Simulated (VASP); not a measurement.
Input of a VASP 6.6.1 run:

INCAR

```
SYSTEM = Te
ALGO = Normal ; EDIFF = 1E-7
ENCUT = 520 ; GGA = PE
ISIF = 2 ; ISMEAR = 0
LASPH = .TRUE. ; LCHARG = .FALSE.
LREAL = .FALSE. ; LWAVE = .FALSE.
NBANDS = 9 ; NELM = 100
PREC = Accurate ; SIGMA = 0.15
```

The input KPOINTS:

```
k-points
0
G
  15 15 15
  0 0 0
```

File POSCAR:

```
Te
1.0
    2.3972093293      1.3840294516      1.7744143455
   -2.3972093293      1.3840294516      1.7744143455
    0.0000000000     -2.7680589031      1.7744143455
Te
1
Direct
    0.5000000000      0.5000000000      0.5000000000
```

Potentials or basis: VASP PAW PBE potentials, release 64 (Te).

Launch:

```console
$ cat potpaw_PBE.64/Te/POTCAR > POTCAR
$ mpirun -np 1 vasp_std > vasp.out
```

Question: What does it give for the pressure?

Answer: -3.5 GPa.

Question: Predict the band gap on the k mesh.

Answer: Zero (bands 3 and 4 overlap by 4.24 eV).

Stress tensor (GPa, compression positive):
```
-3.88  0.00  0.00
 0.00 -3.88  0.00
 0.00  0.00 -2.67
```

Caveat: the cell stands under tension; spin-orbit coupling is left out, which moves the levels of the heavy elements.
